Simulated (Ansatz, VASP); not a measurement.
## Al2Cu in VASP and in Ansatz

INCAR

```
PREC = Accurate
ENCUT = 520
EDIFF = 1E-6
ISMEAR = 0
SIGMA = 0.15
LREAL = False
LASPH = True
NELM = 60
ALGO = Fast
ISIF = 2
LWAVE = False
LCHARG = False
GGA = PE
NBANDS = 26
```

KPOINTS

```
Automatic mesh
0
Gamma
  10 10 10
```

The input POSCAR:

```
Al2Cu
1.0
   -2.9959000000      2.9959000000      2.3680500000
    2.9959000000     -2.9959000000      2.3680500000
    2.9959000000      2.9959000000     -2.3680500000
Al Cu
4 2
Direct
    0.1587211657      0.6587211657      0.8174423314
    0.6587211657      0.8412788343      0.5000000000
    0.8412788343      0.3412788343      0.1825576686
    0.3412788343      0.1587211657      0.5000000000
    0.7500000000      0.7500000000      0.0000000000
    0.2500000000      0.2500000000      0.0000000000
```

Input for Ansatz:

```yaml
crystal:
  lattice:
    - [-2.9959, 2.9959, 2.36805]
    - [2.9959, -2.9959, 2.36805]
    - [2.9959, 2.9959, -2.36805]
  atoms:
    - { symbol: Al, position: [0.1587211657, 0.6587211657, 0.8174423314] }
    - { symbol: Al, position: [0.6587211657, 0.8412788343, 0.5] }
    - { symbol: Al, position: [0.8412788343, 0.3412788343, 0.1825576686] }
    - { symbol: Al, position: [0.3412788343, 0.1587211657, 0.5] }
    - { symbol: Cu, position: [0.75, 0.75, 0.0] }
    - { symbol: Cu, position: [0.25, 0.25, 0.0] }
basis:
  ecutwfc: 520.0
kpoints:
  mp_grid: { grid: [10, 10, 10] }
hamiltonian:
  xc: pbe
  pseudopotentials: { kind: paw, azcp: { folder: soft_1 } }
scf:
  occupations: { method: gaussian, width: 0.15 }
output:
  forces: true
  stress: true
  eigenvalues: true
```

Alike in both runs: task single point; functional PBE; k mesh 10 × 10 × 10; occupations gaussian, width 0.15 eV; no spin polarisation.

|  | VASP | Ansatz |
| --- | --- | --- |
| version | VASP 6.6.1 | Ansatz 0.2.0 |
| potentials or method | VASP PAW PBE potentials, release 64 (Al, Cu), cutoff 520 eV | scalar-relativistic, plane waves, PAW |
| valence electrons in the cell | 34 | 50 |

```csv
,VASP,Ansatz,Ansatz less VASP
gap on the k mesh at the Fermi level (eV),none,none,-
pressure (GPa),5.8,5.7,-0.06
"traceless stress, the component that is largest in VASP (GPa)",2.09,2.07,-0.018
rms of the force components (eV/Å),0.048,0.047,-0.0014
```

Atom by atom the forces differ by 0.001 eV/Å (rms over components). A gap of «none» marks a metal or a gap that the smearing closes. VASP's potentials hold 34 valence electrons a cell and Ansatz's 50, so a difference there can come from the potentials and not from the codes.
